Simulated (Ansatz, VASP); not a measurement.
# Two plane-wave programs on Hf4H3

```
CELL_PARAMETERS angstrom
4.56833 0.00000 0.00000
0.00000 4.56833 0.00000
0.00000 0.00000 4.72829
ATOMIC_POSITIONS crystal
Hf 0.25549 0.25549 0.25972
Hf 0.74451 0.74451 0.25972
Hf 0.74451 0.25549 0.74028
Hf 0.25549 0.74451 0.74028
H 0.00000 0.00000 0.00000
H 0.00000 0.00000 0.50000
H 0.50000 0.50000 0.00000
```

Change from the starting cell: species swapped into the Ti4H3 type (P-42m, No. 111).

Alike in both runs: task relaxation of cell and atoms; functional PBE; k mesh 4 × 4 × 4; occupations gaussian, width 0.2 eV; no spin polarisation.

```csv
,VASP,Ansatz
version,VASP 6.6.1,Ansatz 0.2.0
potentials or method,"VASP PAW PBE potentials, release 64 (Hf_pv, H), cutoff 600 eV","scalar-relativistic, plane waves, PAW"
valence electrons in the cell,43,107
```

```csv
,VASP,Ansatz,Ansatz less VASP
"gap on the k mesh at the Fermi level, each at its own relaxed structure (eV)",none,none,-
relaxed volume (Å³/atom),14.10,14.18,+0.079
relaxed cell length with the largest relative difference (Å),4.728,4.698,-0.0304
```

A gap of «none» marks a metal or a gap that the smearing closes. VASP's potentials hold 43 valence electrons a cell and Ansatz's 107, so a difference there can come from the potentials and not from the codes.

Spin-orbit coupling is off throughout. Noted on VASP's run: the relaxation stopped at its first step, so nothing moved.
